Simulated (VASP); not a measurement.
**Sn: single point with LDA**

Crystal: Sn.

```
Sn
1.0
    -2.89775    2.89775    1.56117
     2.89775   -2.89775    1.56117
     2.89775    2.89775   -1.56117
Sn
2
Cartesian
  0.0000 0.0000 0.0000
  0.0000 2.8977 0.7806
```

```yaml
Program: VASP 6.6.1
Task: single point
Functional: LDA
Potentials_or_basis: VASP PAW LDA potentials, release 64 (Sn_d)
Cutoff: 520 eV
k_mesh: 16 × 16 × 16
Occupations: fermi-dirac, width 0.15 eV
Spin: no spin polarisation
Dipole_correction: no
Further_INCAR_settings: ALGO = Fast; EDIFF = 1e-06; NBANDS = 21
```

| Quantity | Value |
| --- | --- |
| Pressure | 0.0 GPa |
| Band gap on the k mesh | zero (band 14 reaches 9.77 eV, above the bottom of band 15 at 5.38 eV) |

Levels at points of the mesh, in eV from the Fermi level:
```
           k point  band 12  band 13  band 14  band 15  band 16  band 17
(0.00, 0.00, 0.00)    -3.73    -2.10    -2.10     2.99     6.24     6.24
(0.50, 0.00, 0.00)    -5.48    -2.34    -1.81    -1.14     2.31     2.89
(0.50, 0.50, 0.00)    -9.12     0.54     0.54     1.55     1.55     6.30
(0.50, 0.50, 0.50)    -7.73    -4.98    -4.98     5.36     5.36     9.46
```

It took 7.6 min on 1 thread of Intel Xeon 6975P-C, on a shared host, peak memory 0.41 GiB.

Caveat: spin-orbit coupling is left out, which moves the levels of the heavy elements.
